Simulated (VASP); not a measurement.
Set up this calculation in VASP 6.6.1, as the native input.

| Item | Value |
| --- | --- |
| Task | single point |
| Functional | PBEsol |
| Potentials or basis | VASP PAW PBE potentials, release 64 (Cr_pv) |
| Cutoff | 520 eV |
| k mesh | 20 × 20 × 20 |
| Occupations | gaussian, width 0.1 eV |
| Spin | no spin polarisation |
| Dipole correction | no |
| Further INCAR settings | ALGO = Normal; EDIFF = 1e-07; NBANDS = 12 |

The structure of Cr lies in POSCAR:

```
Cr
1.0
   -1.3721129324      1.3721129324      1.3721129324
    1.3721129324     -1.3721129324      1.3721129324
    1.3721129324      1.3721129324     -1.3721129324
Cr
1
Direct
    0.0000000000      0.0000000000      0.0000000000
```

These files were run (other wordings do the same):

INCAR

```
SYSTEM = Cr
ALGO = Normal ; EDIFF = 1E-7
ENCUT = 520 ; GGA = PS
ISIF = 2 ; ISMEAR = 0
LASPH = .TRUE. ; LCHARG = .FALSE.
LREAL = .FALSE. ; LWAVE = .FALSE.
NBANDS = 12 ; NELM = 100
PREC = Accurate ; SIGMA = 0.1
```

KPOINTS

```
k-points
0
G
  20 20 20
  0 0 0
```

Potentials or basis: VASP PAW PBE potentials, release 64 (Cr_pv).

The run is started by

```bash
$ cat potpaw_PBE.64/Cr_pv/POTCAR > POTCAR
$ mpirun -np 1 vasp_std > vasp.out
```

It gave:

```json
{"Pressure": "24.5 GPa", "Band gap on the k mesh": "zero (bands 6 and 7 overlap by 3.95 eV)"}
```

Caveat: the cell stands under pressure; an empty level that is flat over the whole mesh can mark a ghost state of the potentials, or a narrow d or f band; the PAW data sets were made with another functional, which shifts forces and pressure a little; the run has no spin polarisation, though such a crystal can be magnetic.

It took 42 s on 1 thread of Intel Xeon 8259CL, on a shared host, peak memory 0.15 GiB.
